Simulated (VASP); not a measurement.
A run of VASP 6.6.1:

File INCAR:

```
PREC = Accurate ; ENCUT = 520
EDIFF = 1E-7 ; ISMEAR = -1
SIGMA = 0.05 ; LREAL = F
LASPH = T ; NELM = 80
ALGO = Normal ; ISIF = 2
LWAVE = F ; LCHARG = F
GGA = PS ; NBANDS = 15
```

The input KPOINTS:

```
regular mesh
0
Gamma
  15 15 9
```

Contents of POSCAR:

```
Os
1.0
    2.7340999755      0.0000000000      0.0000000000
   -1.3670499878      2.3678000353      0.0000000000
    0.0000000000      0.0000000000      4.1901090000
Os
2
Direct
    0.3333333333      0.6666666667      0.2500000000
    0.6666666667      0.3333333333      0.7500000000
```

Potentials or basis: VASP PAW PBE potentials, release 64 (Os).

Launch:

```bash
$ cat potpaw_PBE.64/Os/POTCAR > POTCAR
$ mpirun -np 1 vasp_std > vasp.out
```

Hardware: 1 thread of AMD EPYC 9R45 (Zen 5) (shared host).

Problem. How long does it take, and how much memory?

Solution. Wall time 33 s on 1 thread of AMD EPYC 9R45 (Zen 5), with other jobs on the host, peak memory 0.14 GiB. Counts: scf iterations 14, k points 135.
